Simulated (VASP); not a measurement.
# TiO2: relaxation of cell and atoms with r2SCAN

The system is TiO2.

```
Ti O
1.0
     4.59220    0.00000    0.00000
     0.00000    4.59220    0.00000
     0.00000    0.00000    2.95740
Ti O
2 4
Direct
  0.00000 0.00000 0.00000
  0.50000 0.50000 0.50000
  0.30496 0.30496 0.00000
  0.19504 0.80496 0.50000
  0.69504 0.69504 0.00000
  0.80496 0.19504 0.50000
```

| Property | Result |
| --- | --- |
| Program | VASP 6.6.1 |
| Task | relaxation of cell and atoms |
| Functional | r2SCAN |
| Potentials or basis | VASP PAW PBE potentials, release 64 (Ti_sv, O) |
| Cutoff | 600 eV |
| k mesh | 4 × 4 × 6 |
| Occupations | gaussian, width 0.01 eV |
| Spin | no spin polarisation |
| Dipole correction | no |
| Further INCAR settings | ALGO = Normal; EDIFF = 1e-06; IBRION = 2; EDIFFG = -0.02; NSW = 100; ISIF = 3 |

```json
{
  "Relaxed volume": "10.45 Å³/atom",
  "Relaxed cell": "a = 4.599 Å, b = 4.599 Å, c = 2.963 Å, α = 90.00°, β = 90.00°, γ = 90.00°",
  "Space group after relaxing (to 0.1 Å)": "P4_2/mnm (No. 136)",
  "Energy gained by relaxing": "0.2 meV/atom",
  "Ionic steps": "4",
  "Pressure after relaxing": "-0.1 GPa",
  "Largest force after relaxing": "0.020 eV/Å",
  "Band gap on the k mesh": "2.22 eV"
}
```

Forces on the atoms (eV/Å):
```
Ti   0.000  0.000  0.000
Ti   0.000  0.000  0.000
O   -0.014 -0.014  0.000
O    0.014 -0.014  0.000
O    0.014  0.014  0.000
O   -0.014  0.014  0.000
```

Stress tensor (GPa, compression positive):
```
 0.00  0.00  0.00
 0.00  0.00  0.00
 0.00  0.00 -0.26
```

Step by step:
```
step  energy change (eV)  largest force (eV/Å)  pressure (GPa)  volume (Å³)
   1              0.0000                0.0803            1.23        62.37
   2              0.0014                0.0595           -1.85        63.09
   3             -0.0014                0.0214           -0.05        62.66
   4             -0.0014                0.0198           -0.09        62.67
```

Final structure:
```cif
data_structure
_symmetry_space_group_name_H-M 'P 1'
_symmetry_Int_Tables_number 1
_cell_length_a 4.5994
_cell_length_b 4.5994
_cell_length_c 2.9625
_cell_angle_alpha 90.000
_cell_angle_beta 90.000
_cell_angle_gamma 90.000
_cell_volume 62.67
loop_
_atom_site_label
_atom_site_type_symbol
_atom_site_fract_x
_atom_site_fract_y
_atom_site_fract_z
_atom_site_occupancy
Ti1 Ti 0.00000 0.00000 0.00000 1
Ti2 Ti 0.50000 0.50000 0.50000 1
O1 O 0.30471 0.30471 0.00000 1
O2 O 0.19529 0.80471 0.50000 1
O3 O 0.69529 0.69529 0.00000 1
O4 O 0.80471 0.19529 0.50000 1
```

Levels at points of the mesh, in eV from the valence-band top:
| k point | band 21 | band 22 | band 23 | band 24 | band 25 | band 26 | band 27 | band 28 |
| --- | --- | --- | --- | --- | --- | --- | --- | --- |
| (0.00, 0.00, 0.00) | -0.77 | -0.49 | -0.49 | 0.00 | 2.22 | 2.54 | 2.76 | 2.86 |
| (0.50, 0.00, 0.00) | -1.71 | -1.71 | -0.77 | -0.77 | 2.90 | 2.90 | 3.38 | 3.38 |
| (0.50, 0.50, 0.00) | -1.39 | -1.39 | -1.12 | -1.12 | 2.26 | 2.26 | 2.88 | 2.88 |
| (0.00, 0.00, 0.50) | -2.39 | -2.39 | -1.48 | -1.48 | 3.31 | 3.31 | 3.55 | 3.55 |
| (0.50, 0.00, 0.50) | -2.07 | -2.07 | -1.09 | -1.09 | 2.28 | 2.28 | 3.57 | 3.57 |
| (0.50, 0.50, 0.50) | -1.31 | -1.31 | -0.72 | -0.72 | 2.95 | 2.95 | 3.58 | 3.58 |

It took 8.9 min on 1 thread of Intel(R) Xeon(R) Platinum 8259CL CPU @ 2.50GHz (Skylake/Cascade Lake), on a shared host, peak memory 0.23 GiB.

Caveat: the PAW data sets were made with another functional, which shifts forces and pressure a little. Zero-point motion and thermal expansion aren't in these numbers.
